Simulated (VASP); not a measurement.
A run of VASP 6.6.1 is set up as follows.

POSCAR

```
SrO
1.0
    0.0000000000      2.6304916946      2.6304916946
    2.6304916946      0.0000000000      2.6304916946
    2.6304916946      2.6304916946      0.0000000000
Sr O
1 1
Direct
    0.5000000000      0.5000000000      0.5000000000
    0.0000000000      0.0000000000      0.0000000000
```

Contents of INCAR.step1:

```
  PREC = Accurate
  ENCUT = 520
  ISMEAR = 0
  SIGMA = 0.01
  LREAL = False
  LASPH = True
  NELM = 100
  NBANDS = 15
  GGA = PE
  ALGO = Normal
  EDIFF = 1E-4
  LWAVE = True
  LCHARG = False
```

INCAR.step2

```
  PREC = Accurate
  ENCUT = 520
  EDIFF = 1E-6
  ISMEAR = 0
  SIGMA = 0.01
  LREAL = False
  LASPH = True
  NELM = 100
  ALGO = Normal
  ISIF = 2
  LWAVE = False
  LCHARG = False
  METAGGA = R2SCAN
  LMIXTAU = True
  NBANDS = 15
  ISTART = 1
```

Contents of KPOINTS:

```
Automatic mesh
0
Gamma
  8 8 8
```

Potentials or basis: VASP PAW PBE potentials, release 64 (Sr_sv, O).

The run is started by

```console
$ cat potpaw_PBE.64/Sr_sv/POTCAR potpaw_PBE.64/O/POTCAR > POTCAR
$ cp INCAR.step1 INCAR
$ mpirun -np 1 vasp_std > vasp.out
$ cp INCAR.step2 INCAR
$ mpirun -np 1 vasp_std > vasp.out
```

Problem. Predict the pressure.

Solution. -4.4 GPa.

Problem. What does it give for the band gap on the k mesh?

Solution. 3.77 eV (least direct gap 3.89 eV).

Caveat: the cell stands under tension; the PAW data sets were made with another functional, which shifts forces and pressure a little. A k mesh can miss the band edges.
